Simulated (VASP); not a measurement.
# Ge (Fd-3m) in VASP: settings compared, part 2 of 2

VASP 6.6.1. Earlier steps stand in the parts before.

## (3) Single point, HSE06

POSCAR reads:

```
Ge
1.0
    0.0000000000      2.8843929095      2.8843929095
    2.8843929095      0.0000000000      2.8843929095
    2.8843929095      2.8843929095      0.0000000000
Ge
2
Direct
    0.7500000000      0.7500000000      0.7500000000
    0.5000000000      0.5000000000      0.5000000000
```

INCAR.step1 reads:

```
PREC = Accurate
ENCUT = 520
EDIFF = 1E-5
ISMEAR = -1
SIGMA = 0.05
LREAL = False
LASPH = True
NELM = 80
ALGO = Normal
ISIF = 2
LWAVE = True
LCHARG = False
GGA = PE
NBANDS = 21
```

INCAR.step2 reads:

```
PREC = Accurate
ENCUT = 520
EDIFF = 1E-7
ISMEAR = -1
SIGMA = 0.05
LREAL = False
LASPH = True
NELM = 80
ALGO = Normal
ISIF = 2
LWAVE = False
LCHARG = False
GGA = PE
LHFCALC = True
HFSCREEN = 0.2079
PRECFOCK = Normal
ISTART = 1
NBANDS = 21
```

KPOINTS reads:

```
Automatic mesh
0
Gamma
  4 4 4
```

Potentials or basis: VASP PAW PBE potentials, release 64 (Ge_d).

Started as:

```console
> cat potpaw_PBE.64/Ge_d/POTCAR > POTCAR
> cp INCAR.step1 INCAR
> mpirun -np 1 vasp_std > vasp.out
> cp INCAR.step2 INCAR
> mpirun -np 1 vasp_std > vasp.out
```

OUTCAR:

```text
PREC = Accurate
   ENCUT = 520
   EDIFF = 1E-7
   ISMEAR = -1
   LREAL = False
   LASPH = True
   NELM = 80
   ISIF = 2
   GGA = PE
   LHFCALC = True
   HFSCREEN = 0.2079
   PRECFOCK = Normal
   ISTART = 1

 ion  position               nearest neighbor table
   1  0.750  0.750  0.750-   2 2.50   2 2.50   2 2.50   2 2.50
   2  0.500  0.500  0.500-   1 2.50   1 2.50   1 2.50   1 2.50

  LATTYP: Found a face centered cubic cell.
 ALAT       =     5.7687858190

  Lattice vectors:

 A1 = (   0.0000000000,   2.8843929095,   2.8843929095)
 A2 = (   2.8843929095,   0.0000000000,   2.8843929095)
 A3 = (   2.8843929095,   2.8843929095,   0.0000000000)

Analysis of symmetry for initial positions (statically):
=====================================================================
 Subroutine PRICEL returns:
 Original cell was already a primitive cell.

 Routine SETGRP: Setting up the symmetry group for a
[... 153 lines left out ...]
  ---------------------------------------------------
  ext. energy  EPLUGINS =         0.00000000
  ---------------------------------------------------
  free energy    TOTEN  =       -10.43958447 eV

  energy without entropy =      -10.43892254  energy(sigma->0) =      -10.43925350

 E-fermi :   4.3457     XC(G=0):  -7.9917

 val. band max:        4.1370679308   @ k =   0.0000   0.0000   0.0000
 cond. band min:       4.4983283606   @ k =   0.0000   0.0000   0.0000
 fundamental gap:      0.3612604299
 Fermi energy:         4.3457176378

 k-point     1 :       0.0000    0.0000    0.0000
  band No.  band energies     occupation
      1     -23.7254      2.00000
      2     -23.7254      2.00000
      3     -23.7254      2.00000
      4     -23.6928      2.00000
      5     -23.6928      2.00000
      6     -23.5144      2.00000
[... 181 lines left out ...]
     20      15.9094      0.00000
     21      17.8515      0.00000

------------------------ aborting loop because EDIFF is reached ----------------------------------------

  FORCE on cell =-STRESS in cart. coord.  units (eV):
  Direction    XX          YY          ZZ          XY          YZ          ZX
  --------------------------------------------------------------------------------------
  -------------------------------------------------------------------------------------
  Total       -0.8632706     -0.8632706     -0.8632706     -0.0000000      0.0000000     -0.0000000
  in kB      -28.8180300    -28.8180300    -28.8180300     -0.0000000      0.0000000     -0.0000000
  external PRESSURE =     -28.8180300 kB  Pullay stress =       0.0000000 kB

 VOLUME and BASIS-vectors are now :
 -----------------------------------------------------------------------------
  energy-cutoff  :      520.00
  volume of cell :       47.99
      direct lattice vectors                 reciprocal lattice vectors
     0.000000000  2.884392909  2.884392909    -0.173346703  0.173346703  0.173346703
     2.884392909  0.000000000  2.884392909     0.173346703 -0.173346703  0.173346703
     2.884392909  2.884392909  0.000000000     0.173346703  0.173346703 -0.173346703

 POSITION                                       TOTAL-FORCE (eV/Angst)
 -----------------------------------------------------------------------------------
      4.32659      4.32659      4.32659        -0.000000     -0.000000     -0.000000
      2.88439      2.88439      2.88439         0.000000      0.000000      0.000000
 -----------------------------------------------------------------------------------
    total drift:                                0.000000      0.000000      0.000000

  FREE ENERGIE OF THE ION-ELECTRON SYSTEM (eV)
  ---------------------------------------------------
  free  energy   TOTEN  =       -10.4395844653 eV

  energy  without entropy=      -10.4389225383  energy(sigma->0) =      -10.43925350
```

OUTCAR.step1:

```text
PREC = Accurate
   ENCUT = 520
   EDIFF = 1E-5
   ISMEAR = -1
   LREAL = False
[... 396 lines left out ...]
      4.32659      4.32659      4.32659        -0.000000     -0.000000     -0.000000
      2.88439      2.88439      2.88439         0.000000      0.000000      0.000000
 -----------------------------------------------------------------------------------
    total drift:                                0.000000     -0.000000      0.000000

  FREE ENERGIE OF THE ION-ELECTRON SYSTEM (eV)
  ---------------------------------------------------
  free  energy   TOTEN  =        -8.7952970785 eV

  energy  without entropy=       -8.7887611696  energy(sigma->0) =       -8.79202912
```

OSZICAR.step1:

```text
N       E                     dE             d eps       ncg     rms          rms(c)
DAV:   1     0.204166749787E+03    0.20417E+03   -0.14573E+04   382   0.345E+03
DAV:   2     0.219199535172E+02   -0.18225E+03   -0.17583E+03   336   0.683E+02
DAV:   3    -0.781204242250E+01   -0.29732E+02   -0.29518E+02   386   0.148E+02
DAV:   4    -0.885693146578E+01   -0.10449E+01   -0.10441E+01   381   0.323E+01
DAV:   5    -0.887445253809E+01   -0.17521E-01   -0.17520E-01   376   0.482E+00    0.304E+00
DAV:   6    -0.881988600028E+01    0.54567E-01   -0.21329E-02   381   0.144E+00    0.181E+00
DAV:   7    -0.879286557614E+01    0.27020E-01   -0.47529E-02   372   0.191E+00    0.145E-01
DAV:   8    -0.879496422560E+01   -0.20986E-02   -0.57743E-03   371   0.896E-01    0.467E-02
DAV:   9    -0.879528026232E+01   -0.31604E-03   -0.35904E-04   356   0.181E-01    0.139E-02
DAV:  10    -0.879529489185E+01   -0.14630E-04   -0.31943E-05   307   0.661E-02    0.602E-03
DAV:  11    -0.879529707848E+01   -0.21866E-05   -0.59340E-06   265   0.323E-02
   1 F= -.87952971E+01 E0= -.87920291E+01  d E =-.653591E-02
```

It took 18 min on 1 thread of Intel Xeon Platinum 8259CL at 2.50GHz (Skylake/Cascade Lake), shared host; peak memory 0.27 GiB.

What came out:

| Item | Value |
| --- | --- |
| Free energy | -10.4396 eV |
| Pressure | -2.9 GPa |
| Band gap on the k mesh | 0.36 eV, direct |

Levels at points of the mesh, in eV from the valence-band top:
| k point | band 10 | band 11 | band 12 | band 13 | band 14 | band 15 | band 16 | band 17 | band 18 | band 19 |
| --- | --- | --- | --- | --- | --- | --- | --- | --- | --- | --- |
| (0.00, 0.00, 0.00) | -27.64 | -13.55 | 0.00 | 0.00 | 0.00 | 0.36 | 3.21 | 3.21 | 3.21 | 7.12 |
| (0.50, 0.00, 0.00) | -27.62 | -11.38 | -7.99 | -1.42 | -1.42 | 0.67 | 4.44 | 4.44 | 7.91 | 11.24 |
| (0.50, 0.50, 0.00) | -27.61 | -9.45 | -9.45 | -3.13 | -3.13 | 1.38 | 1.38 | 10.31 | 10.31 | 12.28 |

Caveat: the k points lie up to 0.47 Å⁻¹ apart; the PAW data sets were made with another functional, which shifts forces and pressure a little.

## (4) Single point, LDA

This run uses another cell than the first one, of 21.73 Å³/atom, 0.906 times its volume.

INCAR reads:

```
PREC = Accurate ; ENCUT = 520
EDIFF = 1E-6 ; ISMEAR = -1
SIGMA = 0.05 ; LREAL = False
LASPH = True ; NELM = 100
ALGO = Normal ; ISIF = 2
LWAVE = False ; LCHARG = False
NBANDS = 21
```

KPOINTS reads:

```
regular mesh
0
Gamma
  8 8 8
```

POSCAR reads:

```
Ge
1.0
    0.0000000000      2.7906767997      2.7906767997
    2.7906767997      0.0000000000      2.7906767997
    2.7906767997      2.7906767997      0.0000000000
Ge
2
Direct
    0.7500000000      0.7500000000      0.7500000000
    0.5000000000      0.5000000000      0.5000000000
```

Potentials or basis: VASP PAW LDA potentials, release 64 (Ge_d).

Started as:

```console
> cat potpaw_LDA.64/Ge_d/POTCAR > POTCAR
> mpirun -np 1 vasp_std > vasp.out
```

OUTCAR:

```text
PREC = Accurate
   ENCUT = 520
   EDIFF = 1E-6
   ISMEAR = -1
   LREAL = False
   LASPH = True
   NELM = 100
   ISIF = 2

 ion  position               nearest neighbor table
   1  0.750  0.750  0.750-   2 2.42   2 2.42   2 2.42   2 2.42
   2  0.500  0.500  0.500-   1 2.42   1 2.42   1 2.42   1 2.42

  LATTYP: Found a face centered cubic cell.
 ALAT       =     5.5813535994

  Lattice vectors:

 A1 = (   0.0000000000,   2.7906767997,   2.7906767997)
[... 764 lines left out ...]
------------------------ aborting loop because EDIFF is reached ----------------------------------------

  FORCE on cell =-STRESS in cart. coord.  units (eV):
  Direction    XX          YY          ZZ          XY          YZ          ZX
  --------------------------------------------------------------------------------------
  -------------------------------------------------------------------------------------
  Total        0.5021346      0.5021346      0.5021346      0.0000000      0.0000000     -0.0000000
  in kB       18.5085387     18.5085387     18.5085387      0.0000000      0.0000000     -0.0000000
  external PRESSURE =      18.5085387 kB  Pullay stress =       0.0000000 kB

 VOLUME and BASIS-vectors are now :
 -----------------------------------------------------------------------------
  energy-cutoff  :      520.00
  volume of cell :       43.47
      direct lattice vectors                 reciprocal lattice vectors
     0.000000000  2.790676800  2.790676800    -0.179168007  0.179168007  0.179168007
     2.790676800  0.000000000  2.790676800     0.179168007 -0.179168007  0.179168007
     2.790676800  2.790676800  0.000000000     0.179168007  0.179168007 -0.179168007

 POSITION                                       TOTAL-FORCE (eV/Angst)
 -----------------------------------------------------------------------------------
      4.18602      4.18602      4.18602         0.000000      0.000000      0.000000
      2.79068      2.79068      2.79068        -0.000000     -0.000000     -0.000000
 -----------------------------------------------------------------------------------
    total drift:                                0.000000     -0.000000     -0.000000

  FREE ENERGIE OF THE ION-ELECTRON SYSTEM (eV)
  ---------------------------------------------------
  free  energy   TOTEN  =       -10.3751225760 eV

  energy  without entropy=      -10.3744931754  energy(sigma->0) =      -10.37480788
```

OSZICAR:

```text
N       E                     dE             d eps       ncg     rms          rms(c)
DAV:   1     0.198236674911E+03    0.19824E+03   -0.14609E+04  1368   0.365E+03
DAV:   2     0.181188061692E+02   -0.18012E+03   -0.17451E+03  1223   0.648E+02
DAV:   3    -0.961675414866E+01   -0.27736E+02   -0.27539E+02  1378   0.145E+02
DAV:   4    -0.105546754264E+02   -0.93792E+00   -0.93742E+00  1388   0.314E+01
DAV:   5    -0.105696734697E+02   -0.14998E-01   -0.14998E-01  1383   0.437E+00    0.348E+00
DAV:   6    -0.104392903063E+02    0.13038E+00   -0.40371E-02  1353   0.159E+00    0.199E+00
DAV:   7    -0.103743643332E+02    0.64926E-01   -0.80324E-02  1325   0.204E+00    0.144E-01
DAV:   8    -0.103750917196E+02   -0.72739E-03   -0.58781E-03  1393   0.806E-01    0.465E-02
DAV:   9    -0.103751264062E+02   -0.34687E-04   -0.89740E-05  1403   0.933E-02    0.136E-02
DAV:  10    -0.103751227232E+02    0.36831E-05   -0.90254E-06  1608   0.433E-02    0.442E-03
DAV:  11    -0.103751225760E+02    0.14718E-06   -0.94768E-07   997   0.808E-03
   1 F= -.10375123E+02 E0= -.10374808E+02  d E =-.629401E-03
```

Run time: 34 s. Hardware: 1 thread of Intel Xeon Platinum 8488C (Sapphire Rapids), shared host; peak memory 0.15 GiB.

What came out:

```yaml
Free_energy: -10.3751 eV
Pressure: 1.9 GPa
Band_gap_on_the_k_mesh: 0.19 eV, indirect (least direct gap 0.23 eV)
```

Levels at points of the mesh, in eV from the valence-band top:
```
           k point  band 11  band 12  band 13  band 14  band 15  band 16  band 17  band 18
(0.00, 0.00, 0.00)   -13.12     0.00     0.00     0.00     0.23     2.54     2.54     2.54
(0.50, 0.00, 0.00)   -10.93    -7.83    -1.47    -1.47     0.19     3.74     3.74     6.99
(0.50, 0.50, 0.00)    -9.08    -9.08    -3.22    -3.22     0.61     0.61     9.75     9.75
```

## (5) The runs side by side

| level | potentials or basis | cell | k mesh | grid for exact exchange (PRECFOCK) | screening parameter | gap on the mesh (eV) | pressure (GPa) |
| --- | --- | --- | --- | --- | --- | --- | --- |
| PBEsol | VASP PAW PBE potentials, release 64 (Ge_d) | a = 4.079 Å, angles 60.0°, 2 atoms | 8 × 8 × 8 | - | - | none | -3.0 |
| HSE06 | VASP PAW PBE potentials, release 64 (Ge_d) | a = 4.079 Å, angles 60.0°, 2 atoms | 4 × 4 × 4 | Normal | 0.2079 1/Å | 0.36 | -2.9 |
| LDA | VASP PAW LDA potentials, release 64 (Ge_d) | a = 3.947 Å, angles 60.0°, 2 atoms | 8 × 8 × 8 | - | - | 0.19 | 1.9 |

Alike in all rows: task single point; no spin polarisation; cutoff (eV) 520; smearing fermi-dirac 0.05 eV.

Caveats: some runs use coarse meshes; the PAW data sets were made with another functional, which shifts forces and pressure a little (some runs).

Total energies depend on the potentials used, so only differences within one code and one set of settings carry meaning.

## (6) How close it comes

Step 4. A measured gap of Ge is 0.666 eV (indirect; 293 K; “Electronic and optical properties of SixGe1-x-ySny alloys lattice-matched to Ge”, 2021, arxiv:2109.02782); the calculated 0.19 eV misses it by -0.47 eV. 3 values of this kind are on record (0.666 to 0.807 eV); this one was drawn at random among those near their median. Spin-orbit coupling on Ge is left out. The value is that of LDA on a finite k mesh, which can miss the band edges, without temperature or zero-point motion. Semilocal functionals fall short of measured gaps as a rule.
